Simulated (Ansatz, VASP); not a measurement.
**Two plane-wave programs on LaIr5**

File INCAR:

```
SYSTEM = LaIr5
PREC = Accurate ; ENCUT = 560
EDIFF = 1E-6 ; ISMEAR = -1
SIGMA = 0.1 ; LREAL = .False.
LASPH = .True. ; NELM = 200
ALGO = Normal ; ISIF = 2
LWAVE = .False. ; LCHARG = .False.
GGA = CA ; NBANDS = 57
GGA_COMPAT = .False. ; LMAXMIX = 6
```

The input KPOINTS:

```
Automatic mesh
0
Gamma
  5 5 6
  0 0 0
```

File POSCAR:

```
LaIr5
1.0
    5.4324473787      0.0000000000      0.0000000000
   -2.7162236894      4.7046376371      0.0000000000
    0.0000000000      0.0000000000      4.2501208554
La Ir
1 5
Direct
    0.0000000000      0.0000000000      0.0000000000
    0.5000000000      0.0000000000      0.5000000000
    0.5000000000      0.5000000000      0.5000000000
    0.0000000000      0.5000000000      0.5000000000
    0.3333333333      0.6666666667      0.0000000000
    0.6666666667      0.3333333333      0.0000000000
```

Input for Ansatz:

```yaml
crystal:
  lattice:
    - [5.432447378700497, 0.0, 0.0]
    - [-2.7162236893502487, 4.704637637065288, 0.0]
    - [0.0, 0.0, 4.250120855425292]
  atoms:
    - { symbol: La, position: [0.0, 0.0, 0.0] }
    - { symbol: Ir, position: [0.5, 0.0, 0.5] }
    - { symbol: Ir, position: [0.5, 0.5, 0.5] }
    - { symbol: Ir, position: [0.0, 0.5, 0.5] }
    - { symbol: Ir, position: [0.3333333333333333, 0.6666666666666666, 0.0] }
    - { symbol: Ir, position: [0.6666666666666666, 0.3333333333333333, 0.0] }
basis:
  ecutwfc: 420.0
kpoints:
  mp_grid:
    grid: [5, 5, 6]
hamiltonian:
  xc: lda
  pseudopotentials:
    kind: paw
scf:
  occupations:
    method: fermi_dirac
    width: 0.1
output:
  stress: true
```

Alike in both runs: task single point; functional LDA; k mesh 5 × 5 × 6; occupations fermi-dirac, width 0.1 eV; no spin polarisation.

|  | VASP | Ansatz |
| --- | --- | --- |
| version | VASP 6.6.1 | Ansatz 0.2.0 |
| potentials or method | VASP PAW LDA potentials, release 64 (La, Ir_sv_GW), cutoff 560 eV | plane waves, PAW |
| valence electrons in the cell | 96 | 96 |

|  | VASP | Ansatz | Ansatz less VASP |
| --- | --- | --- | --- |
| pressure (GPa) | -11.3 | -10.9 | +0.37 |
| traceless stress, the component that is largest in VASP (GPa) | 3.74 | 3.49 | -0.244 |

LDA's correlation is that of Perdew and Zunger in VASP and of Perdew and Wang (1992) in Ansatz.

Neither program's run includes spin-orbit coupling.
